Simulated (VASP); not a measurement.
The system is AlAs3.

```xyz
4
Lattice="-2.1479 2.1479 4.1098 2.1479 -2.1479 4.1098 2.1479 2.1479 -4.1098" Properties=species:S:1:pos:R:3 pbc="T T T"
Al    0.0000    0.0000    0.0000
As    0.0000    2.1479    2.0549
As    2.1479    0.0000    2.0549
As    0.0000    0.0000    4.1098
```

The cell was generated, and may not be a known phase.

- Program: VASP 6.6.1
- Task: relaxation of cell and atoms
- Functional: PBE
- Potentials or basis: VASP PAW PBE potentials, release 64 (Al, As)
- Cutoff: 600 eV
- k mesh: 16 × 16 × 16
- Occupations: gaussian, width 0.1 eV
- Spin: no spin polarisation

At the start: pressure -0.5 GPa; volume 18.96 Å³/atom.

**Question.** Where does the relaxation end?

**Answer.** Over 25 steps the energy falls by 59.3 meV/atom and the volume is 18.89 Å³/atom (-0.4 %); space group I4/mmm (No. 139, to 0.1 Å) before and after.

Step by step:
```csv
step,energy change (eV),largest force (eV/Å),pressure (GPa),volume (Å³)
1,0.0000,0.0000,-0.48,75.84
2,-0.0047,0.0000,0.11,75.23
3,-0.0082,0.0000,1.04,74.30
4,-0.0105,0.0000,1.07,74.27
5,-0.0179,0.0000,1.15,74.18
6,-0.0344,0.0000,1.33,73.97
7,-0.0678,0.0000,1.70,73.45
8,-0.1391,0.0000,2.68,72.03
9,-0.0182,0.0000,9.42,67.55
10,-0.0908,0.0000,6.05,69.37
11,-0.1389,0.0000,3.84,70.82
12,-0.1442,0.0000,3.55,71.03
13,-0.1546,0.0000,2.81,71.64
14,-0.1777,0.0000,1.74,72.74
15,-0.2329,0.0000,1.06,74.36
16,0.5928,0.0000,9.49,75.05
17,-0.2334,0.0000,1.08,74.42
18,-0.2328,0.0000,1.15,74.53
19,-0.2333,0.0000,1.12,74.48
20,-0.2349,0.0000,0.69,74.72
21,-0.2349,0.0000,0.65,74.75
22,-0.2360,0.0000,0.43,75.00
23,-0.2370,0.0000,-0.07,75.60
24,-0.2370,0.0000,-0.05,75.58
25,-0.2370,0.0000,-0.04,75.57
```

Final structure:
```
Al As
1.0
    -2.56336    2.56336    2.87534
     2.56336   -2.56336    2.87534
     2.56336    2.56336   -2.87534
Al As
1 3
Direct
  0.00000 0.00000 0.00000
  0.75000 0.25000 0.50000
  0.25000 0.75000 0.50000
  0.50000 0.50000 0.00000
```
